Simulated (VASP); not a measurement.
Here is a VASP 6.6.1 calculation.

File POSCAR:

```
Al
1.0
    0.0000000000      2.0207284191      2.0207284191
    2.0207284191      0.0000000000      2.0207284191
    2.0207284191      2.0207284191      0.0000000000
Al
1
Direct
    0.0000000000      0.0000000000      0.0000000000
```

File INCAR.step1:

```
SYSTEM = Al
  PREC = Accurate
  ENCUT = 550
  ISMEAR = 0
  SIGMA = 0.1
  LREAL = .False.
  LASPH = .True.
  NELM = 120
  NBANDS = 8
  GGA = PE
  ALGO = Normal
  EDIFF = 1E-5
  LWAVE = .True.
  LCHARG = .False.
  GGA_COMPAT = .False.
```

The input INCAR.step2:

```
SYSTEM = Al
  PREC = Accurate
  ENCUT = 550
  EDIFF = 1E-6
  ISMEAR = 0
  SIGMA = 0.1
  LREAL = .False.
  LASPH = .True.
  NELM = 120
  ALGO = Normal
  ISIF = 2
  LWAVE = .False.
  LCHARG = .False.
  METAGGA = R2SCAN
  LMIXTAU = .True.
  NBANDS = 8
  ISTART = 1
  GGA_COMPAT = .False.
```

File KPOINTS:

```
Automatic mesh
0
Gamma
  18 18 18
  0 0 0
```

Potentials or basis: VASP PAW PBE potentials, release 64 (Al).

The run is started by

```bash
$ cat potpaw_PBE.64/Al/POTCAR > POTCAR
$ cp INCAR.step1 INCAR
$ mpirun -np 1 vasp_std > vasp.out
$ cp INCAR.step2 INCAR
$ mpirun -np 1 vasp_std > vasp.out
```

(1) Estimate the band gap on the k mesh.

(2) What does it give for the pressure?

Results:

(1) zero (an odd number of electrons rules out a gap without spin polarisation).

(2) -3.4 GPa.

Caveat: the cell stands under tension; the PAW data sets were made with another functional, which shifts forces and pressure a little.
